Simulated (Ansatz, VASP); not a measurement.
## C: VASP beside Ansatz

File INCAR:

```
SYSTEM = C
PREC = Accurate
ENCUT = 520
EDIFF = 1E-6
ISMEAR = 0
SIGMA = 0.15
LREAL = .FALSE.
LASPH = .TRUE.
NELM = 60
ALGO = Normal
ISIF = 2
LWAVE = .FALSE.
LCHARG = .FALSE.
GGA = PE
IVDW = 12
NBANDS = 16
```

KPOINTS

```
regular mesh
0
G
  21 21 8
  0 0 0
```

The input POSCAR:

```
C
1.0
    2.4519234798      0.0000000000      0.0000000000
   -1.2259617399      2.1234280216      0.0000000000
    0.0000000000      0.0000000000      7.0174049992
C
4
Direct
    0.0000000000      0.0000000000      0.0025000000
    0.0000000000      0.0000000000      0.5025000000
    0.3333333333      0.6666666667      0.0025000000
    0.6666666667      0.3333333333      0.5025000000
```

Input for Ansatz:

```yaml
crystal:
  lattice:
    - [2.4519234798, 0.0, 0.0]
    - [-1.2259617399, 2.1234280216, 0.0]
    - [0.0, 0.0, 7.0174049992]
  atoms:
    - { symbol: C, position: [0.0, 0.0, 0.0025] }
    - { symbol: C, position: [0.0, 0.0, 0.5025] }
    - { symbol: C, position: [0.3333333333, 0.6666666667, 0.0025] }
    - { symbol: C, position: [0.6666666667, 0.3333333333, 0.5025] }
basis:
  ecutwfc: 520.0
kpoints:
  mp_grid: { grid: [21, 21, 8] }
hamiltonian:
  xc: pbe
  pseudopotentials: { kind: paw, azcp: { folder: soft_1 } }
  dispersion: d3bj
scf:
  occupations: { method: gaussian, width: 0.15 }
output:
  forces: true
  stress: true
  eigenvalues: true
```

Alike in both runs: task single point; functional PBE; dispersion D3(BJ); k mesh 21 × 21 × 8; occupations gaussian, width 0.15 eV; no spin polarisation.

|  | VASP | Ansatz |
| --- | --- | --- |
| version | VASP 6.6.1 | Ansatz 0.2.0 |
| potentials or method | VASP PAW PBE potentials, release 64 (C), cutoff 520 eV | scalar-relativistic, plane waves, PAW |
| valence electrons in the cell | 16 | 16 |

```csv
,VASP,Ansatz,Ansatz less VASP
gap on the k mesh at the Fermi level (eV),none,none,-
pressure (GPa),4.7,4.3,-0.43
"traceless stress, the component that is largest in VASP (GPa)",-5.86,-5.34,+0.528
```

A gap of «none» marks a metal or a gap that the smearing closes.
